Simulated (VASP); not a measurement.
A run of VASP 6.6.1 is set up as follows.

INCAR

```
SYSTEM = Os
ALGO = Fast
EDIFF = 1E-6
ENCUT = 520
GGA = RE
ISIF = 2
ISMEAR = -1
IVDW = 12
LASPH = .True.
LCHARG = .True.
LELF = .True.
LREAL = .False.
LVHAR = .True.
LWAVE = .False.
NBANDS = 15
NELM = 80
PREC = Accurate
SIGMA = 0.05
```

The input KPOINTS:

```
k-points
0
Gamma
  11 11 6
  0 0 0
```

File POSCAR:

```
Os
1.0
    2.7877234178      0.0000000000      0.0000000000
   -1.3938617089      2.4142392985      0.0000000000
    0.0000000000      0.0000000000      4.4044215090
Os
2
Direct
    0.6666666667      0.3333333333      0.7500000000
    0.3333333333      0.6666666667      0.2500000000
```

Potentials or basis: VASP PAW PBE potentials, release 64 (Os).

Command:

```sh
$ cat potpaw_PBE.64/Os/POTCAR > POTCAR
$ mpirun -np 1 vasp_std > vasp.out
```

(1) What does it give for the band gap on the k mesh?

(2) Predict the dispersion energy per atom.

(3) Predict the pressure.

Answers

(1) zero (band 8 reaches 10.55 eV, above the bottom of band 9 at 7.02 eV).

(2) -1.133 eV.

(3) -24.0 GPa.

Caveat: the PAW data sets were made with another functional, which shifts forces and pressure a little; spin-orbit coupling is left out, which moves the levels of the heavy elements; pairwise dispersion overbinds metals, which lowers pressure and volume.
